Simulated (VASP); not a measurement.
NaF, 64 atoms in the cell. The structure is cubic, space group Fm-3m (No. 225). The conventional cell has a = 4.630 Å, b = 4.630 Å, c = 4.630 Å, α = 90.00°, β = 90.00°, γ = 90.00°. Within 3.1 Å of F (site symmetry m-3m) lie 6 Na at 2.31 Å. Within 3.1 Å of Na (site symmetry m-3m) lie 6 F at 2.31 Å. 

```yaml
Program: VASP 6.6.1
Task: single point
Functional: PBEsol
Potentials_or_basis: VASP PAW PBE potentials, release 64 (F, Na_pv)
Cutoff: 520 eV
k_mesh: 1 × 1 × 1
Occupations: fermi-dirac, width 0.05 eV
Spin: no spin polarisation
Dipole_correction: no
Further_INCAR_settings: LREAL = Auto; ALGO = Normal; EDIFF = 1e-06; NBANDS = 262
```

Potentials or basis: VASP PAW PBE potentials, release 64 (F, Na_pv).

The run is started by

```sh
$ cat potpaw_PBE.64/F/POTCAR potpaw_PBE.64/Na_pv/POTCAR > POTCAR
$ mpirun -np 1 vasp_gam > vasp.out
```

Hardware: 1 thread of Intel(R) Xeon(R) Platinum 8488C (Sapphire Rapids), with other jobs on the host.

Question: How long does it take, and how much memory?

Answer: It took 5 min on 1 thread of Intel(R) Xeon(R) Platinum 8488C (Sapphire Rapids), with other jobs on the host, peak memory 0.66 GiB. Counts: scf iterations 15, k points 1.
